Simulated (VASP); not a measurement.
# Si16Ge (a cell with a defect) in VASP: single point with PBEsol

Aim: the single point of Si16Ge (a cell with a defect) with PBEsol.

Program: VASP 6.6.1. These are calculated values, not measurements. Logs are shortened: lines on timing, memory, paths and dates and some standing lists are left out, and cuts for length are marked.

### Step 1. The cell of the first run

The cell holds a defect, 17 atoms: a = 7.679 Å, b = 7.679 Å, c = 7.679 Å, α = 60.00°, β = 60.00°, γ = 60.00°.

### Step 2. Single point, PBEsol

Input file INCAR:

```
PREC = Accurate ; ENCUT = 520
EDIFF = 1E-6 ; ISMEAR = 0
SIGMA = 0.05 ; LREAL = Auto
LASPH = T ; NELM = 60
ALGO = Normal ; ISIF = 2
LWAVE = F ; LCHARG = T
GGA = PS ; LELF = T
LVHAR = T ; NBANDS = 53
```

Input file KPOINTS:

```
regular mesh
0
Gamma
  2 2 2
```

Input file POSCAR:

```
Si16Ge
1.0
    0.0000000000      5.4300000000      5.4300000000
    5.4300000000      0.0000000000      5.4300000000
    5.4300000000      5.4300000000      0.0000000000
Si Ge
16 1
Direct
   -0.0021492634      0.0185004604     -0.0143323204
    0.1064935543      0.1269572744      0.1393541436
   -0.0348184162      0.0115285451      0.5116237569
    0.1132876611      0.1599749540      0.6133519337
   -0.0021408840      0.4977563536     -0.0143206262
    0.1502593002      0.6501583794      0.0492128913
    0.0236933702      0.5236000000      0.4288683241
    0.1132214549      0.6131551565      0.6133892265
    0.4748822284     -0.0251927256      0.0753021179
    0.6270689687      0.1269529466      0.1393627072
    0.5115467772      0.0115147330      0.5116397790
    0.6014326888      0.1012733886      0.6957455801
    0.5185919890      0.4977459484     -0.0143155617
    0.6270523941      0.6064146409      0.1393590239
    0.5116534991      0.4649848066      0.5116089319
    0.6600719153      0.6131967772      0.6133860958
    0.3123447514      0.8119453039      0.5631268877
```

Potentials or basis: VASP PAW PBE potentials, release 64 (Si, Ge_d).

Command:

```
$ cat potpaw_PBE.64/Si/POTCAR potpaw_PBE.64/Ge_d/POTCAR > POTCAR
$ mpirun -np 1 vasp_std > vasp.out
```

OUTCAR:

```text
PREC = Accurate
   ENCUT = 520
   EDIFF = 1E-6
   ISMEAR = 0
   LREAL = Auto
   LASPH = T
   NELM = 60
   ISIF = 2
   GGA = PS

 ion  position               nearest neighbor table
   1  0.998  0.019  0.986-  10 2.33   2 2.33   4 2.34   6 2.34
   2  0.106  0.127  0.139-   1 2.33   5 2.33   3 2.34   9 2.34
   3  0.965  0.012  0.512-  12 2.32   2 2.34  17 2.44   4 2.51   8 2.51
   4  0.113  0.160  0.613-   7 2.32   1 2.34  17 2.45  11 2.51   3 2.51
   5  0.998  0.498  0.986-   2 2.33  14 2.33   8 2.34   6 2.34
   6  0.150  0.650  0.049-  13 2.34   5 2.34   1 2.34   7 2.38
   7  0.024  0.524  0.429-   8 2.32   4 2.32  16 2.32   6 2.38
   8  0.113  0.613  0.613-   7 2.32   5 2.34  17 2.44   3 2.51  15 2.51
   9  0.475  0.975  0.075-   2 2.34  10 2.34  14 2.34  12 2.38
  10  0.627  0.127  0.139-   1 2.33  13 2.33  11 2.34   9 2.34
  11  0.512  0.012  0.512-  12 2.32  10 2.34  17 2.45   4 2.51  16 2.51
  12  0.601  0.101  0.696-  15 2.32  11 2.32   3 2.32   9 2.38
  13  0.519  0.498  0.986-  10 2.33  14 2.33  16 2.34   6 2.34
  14  0.627  0.606  0.139-  13 2.33   5 2.33  15 2.34   9 2.34
  15  0.512  0.465  0.512-  12 2.32  14 2.34  17 2.44  16 2.51   8 2.51
  16  0.660  0.613  0.613-   7 2.32  13 2.34  17 2.44  11 2.51  15 2.51
  17  0.312  0.812  0.563-  15 2.44   8 2.44  16 2.44   3 2.44  11 2.45   4 2.45

  LATTYP: Found a face centered cubic cell.
 ALAT       =    10.8600000000

  Lattice vectors:

 A1 = (   0.0000000000,   5.4300000000,   5.4300000000)
 A2 = (   5.4300000000,   0.0000000000,   5.4300000000)
 A3 = (   5.4300000000,   5.4300000000,   0.0000000000)

Analysis of symmetry for initial positions (statically):
=====================================================================
 Subroutine PRICEL returns:
 Original cell was already a primitive cell.

 Routine SETGRP: Setting up the symmetry group for a
 face centered cubic supercell.

 Subroutine GETGRP returns: Found  1 space group operations
 (whereof  1 operations were pure point group operations)
 out of a pool of 48 trial point group operations.

The static configuration has the point symmetry C_1 .

Analysis of symmetry for dynamics (positions and initial velocities):
=====================================================================
 Subroutine PRICEL returns:
 Original cell was already a primitive cell.

 Routine SETGRP: Setting up the symmetry group for a
 face centered cubic supercell.

 Subroutine GETGRP returns: Found  1 space group operations
 (whereof  1 operations were pure point group operations)
 out of a pool of 48 trial point group operations.

The dynamic configuration has the point symmetry C_1 .

 Subroutine INISYM returns: Found  1 space group operations
 (whereof  1 operations are pure point group operations),
 and found     1 'primitive' translations

----------------------------------------------------------------------------------------

                                     Primitive cell

  volume of cell :     320.2060

  direct lattice vectors                    reciprocal lattice vectors
     0.000000000  5.430000000  5.430000000    -0.092081031  0.092081031  0.092081031
     5.430000000  0.000000000  5.430000000     0.092081031 -0.092081031  0.092081031
     5.430000000  5.430000000  0.000000000     0.092081031  0.092081031 -0.092081031

  length of vectors
     7.679179644  7.679179644  7.679179644     0.159489025  0.159489025  0.159489025

  position of ions in fractional coordinates (direct lattice)
     0.997850737  0.018500460  0.985667680
     0.106493554  0.126957274  0.139354144
     0.965181584  0.011528545  0.511623757
     0.113287661  0.159974954  0.613351934
     0.997859116  0.497756354  0.985679374
     0.150259300  0.650158379  0.049212891
[... 9 lines left out ...]
     0.660071915  0.613196777  0.613386096
     0.312344751  0.811945304  0.563126888

  ion indices of the primitive-cell ions
   primitive index   ion index
                 1           1
                 2           2
                 3           3
                 4           4
                 5           5
                 6           6
[... 9 lines left out ...]
                16          16
                17          17

----------------------------------------------------------------------------------------

 KPOINTS: regular mesh

Automatic generation of k-mesh.
 Grid dimensions read from file:
 generate k-points for:    2    2    2

 Generating k-lattice:

  Cartesian coordinates                     Fractional coordinates (reciprocal lattice)
    -0.046040516  0.046040516  0.046040516     0.500000000  0.000000000  0.000000000
     0.046040516 -0.046040516  0.046040516     0.000000000  0.500000000  0.000000000
     0.046040516  0.046040516 -0.046040516     0.000000000  0.000000000  0.500000000

  Length of vectors
     0.079744512  0.079744512  0.079744512

  Shift w.r.t. Gamma in fractional coordinates (k-lattice)
     0.000000000  0.000000000  0.000000000

 Subroutine IBZKPT returns following result:
 ===========================================

 Found      8 irreducible k-points:

 Following reciprocal coordinates:
            Coordinates               Weight
  0.000000  0.000000  0.000000      1.000000
  0.500000  0.000000  0.000000      1.000000
  0.000000  0.500000  0.000000      1.000000
  0.000000  0.000000  0.500000      1.000000
  0.500000  0.500000  0.500000      1.000000
  0.500000  0.500000  0.000000      1.000000
  0.000000  0.500000  0.500000      1.000000
  0.500000  0.000000  0.500000      1.000000
   k-points           NKPTS =      8   k-points in BZ     NKDIM =      8   number of bands    NBANDS=     53
   number of dos      NEDOS =    301   number of ions     NIONS =     17
   total plane-waves  NPLWV = 216000
   dimension x,y,z NGX =    60 NGY =   60 NGZ =   60
   dimension x,y,z NGXF=   120 NGYF=  120 NGZF=  120
   ions per type =              16   1
   NGX,Y,Z   is equivalent  to a cutoff of  12.99, 12.99, 12.99 a.u.
   NGXF,Y,Z  is equivalent  to a cutoff of  25.98, 25.98, 25.98 a.u.
 SYSTEM =  unknown system
   PREC   = accura    normal or accurate (medium, high low for compatibility)
   ISTART =      0    job   : 0-new  1-cont  2-samecut
   ICHARG =      2    charge: 1-file 2-atom 10-const
   ISPIN  =      1    spin polarized calculation?
   LNONCOLLINEAR =      F non collinear calculations
   LSORBIT =      F    spin-orbit coupling
   LASPH  =      T    aspherical Exc in radial PAW
   ENCUT  =  520.0 eV  38.22 Ry    6.18 a.u.  14.28 14.28 14.28*2*pi/ulx,y,z
   NELM   =     60;   NELMIN=  2; NELMDL= -5     # of ELM steps
   EDIFF  = 0.1E-05   stopping-criterion for ELM
   LREAL  =      T    real-space projection
   EDIFFG = 0.1E-04   stopping-criterion for IOM
   NSW    =      0    number of steps for IOM
   IBRION =     -1    ionic relax: 0-MD 1-quasi-New 2-CG
   NFREE  =      0    steps in history (QN), initial steepest desc. (CG)
   ISIF   =      2    stress and relaxation
   ISYM   =      2    0-nonsym 1-usesym 2-fastsym
   POTIM  = 0.5000    time-step for ionic-motion
   TEBEG  =    0.0;   TEEND  =   0.0 temperature during run
   PSTRESS=    0.0 pullay stress
   NELECT =      78.0000    total number of electrons
   NUPDOWN=      -1.0000    fix difference up-down
   EMIN   =  10.00;   EMAX   =-10.00  energy-range for DOS
   EFERMI =   0.00;   METHOD = LEGACY
   ISMEAR =     0;   SIGMA  =   0.05  broadening in eV -4-tet -1-fermi 0-gaus
   EFERMI_NEDOS =   21; number of points for ismear=-14 and -15
   IALGO  =     38    algorithm
   IMIX   =      4    mixing-type and parameters
     AMIX     =   0.40;   BMIX     =  1.00
     AMIX_MAG =   1.60;   BMIX_MAG =  1.00
  volume/ion in A,a.u.               =      18.84       127.11
  Fermi-wavevector in a.u.,A,eV,Ry     =   1.022421  1.932096 14.222785  1.045345
  Thomas-Fermi vector in A             =   2.156100
   LORBIT       =      0    0 simple, 1 ext, 2 COOP (PROOUT), +10 PAW based schemes
   GGA     = PS    functional components
   LHFCALC =     F    Hartree Fock is set to
   AEXX    =    0.0000 exact exchange contribution
   IVDW    =     0    specifies the selected vdW correction
   LEPSILON=     F    determine dielectric tensor
   LRPA    =     F    only Hartree local field effects (RPA)
 non-spin polarized calculation
 Gauss-broadening in eV      SIGMA  =   0.05
  energy-cutoff  :      520.00
  volume of cell :      320.21
 maximum number of plane-waves:      8646
 NGX is ok and might be reduce to    60
   NGX = 29   NGY = 29   NGZ = 29

 number of electron      77.9999999 magnetization

 Free energy of the ion-electron system (eV)
  ---------------------------------------------------
  ext. energy  EPLUGINS =         0.00000000
  ---------------------------------------------------
  free energy    TOTEN  =       -92.47154408 eV

  energy without entropy =      -92.46972339  energy(sigma->0) =      -92.47063374

 E-fermi :   6.5082     XC(G=0):  -9.9070

 val. band max:        6.4438036988   @ k =   0.0000   0.0000   0.5000
 cond. band min:       6.5795013641   @ k =   0.0000   0.0000   0.0000
 fundamental gap:      0.1356976654
 Fermi energy:         6.5081974447

 k-point     1 :       0.0000    0.0000    0.0000
  band No.  band energies     occupation
      1     -17.9375      2.00000
      2     -17.9374      2.00000
      3     -17.8096      2.00000
      4     -17.8096      2.00000
      5     -17.8058      2.00000
      6      -6.4280      2.00000
[... 43 lines left out ...]
     50       8.5085      0.00000
     51       8.7499      0.00000

 k-point     2 :       0.5000    0.0000    0.0000
  band No.  band energies     occupation
      1     -17.9375      2.00000
      2     -17.9374      2.00000
      3     -17.8096      2.00000
      4     -17.8096      2.00000
      5     -17.8058      2.00000
      6      -6.0117      2.00000
[... 316 lines left out ...]
 k-point     8 :       0.5000    0.0000    0.5000
  band No.  band energies     occupation
      1     -17.9375      2.00000
      2     -17.9374      2.00000
      3     -17.8096      2.00000
      4     -17.8096      2.00000
      5     -17.8058      2.00000
      6      -5.9049      2.00000
[... 43 lines left out ...]
     50      10.2655      0.00000
     51      10.3343      0.00000
 [bands above 51 left out]

------------------------ aborting loop because EDIFF is reached ----------------------------------------

  FORCE on cell =-STRESS in cart. coord.  units (eV):
  Direction    XX          YY          ZZ          XY          YZ          ZX
  --------------------------------------------------------------------------------------
  -------------------------------------------------------------------------------------
  Total        6.7086286      6.7131282      6.7128305     -1.2225510      1.2226318      1.2223801
  in kB       33.5671794     33.5896932     33.5882036     -6.1171352      6.1175395      6.1162804
  external PRESSURE =      33.5816921 kB  Pullay stress =       0.0000000 kB

 VOLUME and BASIS-vectors are now :
 -----------------------------------------------------------------------------
  energy-cutoff  :      520.00
  volume of cell :      320.21
      direct lattice vectors                 reciprocal lattice vectors
     0.000000000  5.430000000  5.430000000    -0.092081031  0.092081031  0.092081031
     5.430000000  0.000000000  5.430000000     0.092081031 -0.092081031  0.092081031
     5.430000000  5.430000000  0.000000000     0.092081031  0.092081031 -0.092081031

 POSITION                                       TOTAL-FORCE (eV/Angst)
 -----------------------------------------------------------------------------------
      5.45263     10.77050      5.51879         0.032351     -0.005815      0.006274
      1.44607      1.33495      1.26764         0.006312     -0.035238     -0.005870
      2.84072      8.01905      5.30354        -0.020643     -0.001809      0.020729
      4.19917      3.94565      1.48382        -0.003942      0.024717     -0.024094
      8.05506     10.77061      8.12119        -0.005472     -0.006193     -0.035210
      3.79759      1.08313      4.34627        -0.026838     -0.027148      0.027092
[... 9 lines left out ...]
      6.66035      6.91488      6.91385         0.021524      0.002964     -0.022046
      7.46664      4.75381      6.10490         0.010144     -0.003840      0.009214
 -----------------------------------------------------------------------------------
    total drift:                                0.002382      0.001271     -0.001340

  FREE ENERGIE OF THE ION-ELECTRON SYSTEM (eV)
  ---------------------------------------------------
  free  energy   TOTEN  =       -92.4715440845 eV

  energy  without entropy=      -92.4697233892  energy(sigma->0) =      -92.47063374
```

Run time: 2 min. Hardware: 1 thread of Intel Xeon 6975P-C (Granite Rapids), shared host; peak memory 0.49 GiB.

What came out:

* Free energy: -92.4715 eV
* Pressure: 3.4 GPa
* Largest force: 0.047 eV/Å
* Band gap on the k mesh: 0.14 eV

Forces in eV/Å, atoms in the order of the input:
```
Si   0.032 -0.006  0.006
Si   0.006 -0.035 -0.006
Si  -0.021 -0.002  0.021
Si  -0.004  0.025 -0.024
Si  -0.005 -0.006 -0.035
Si  -0.027 -0.027  0.027
Si  -0.004 -0.005  0.005
Si   0.022  0.022 -0.004
Si   0.026  0.027 -0.026
Si   0.006  0.006  0.034
Si  -0.022 -0.022 -0.001
Si   0.004  0.005 -0.004
Si  -0.006  0.034  0.006
Si  -0.036  0.006 -0.006
Si  -0.004 -0.021  0.021
Si   0.022  0.003 -0.022
Ge   0.010 -0.004  0.009
```

Caveat: the k points lie up to 0.50 Å⁻¹ apart; the PAW data sets were made with another functional, which shifts forces and pressure a little.
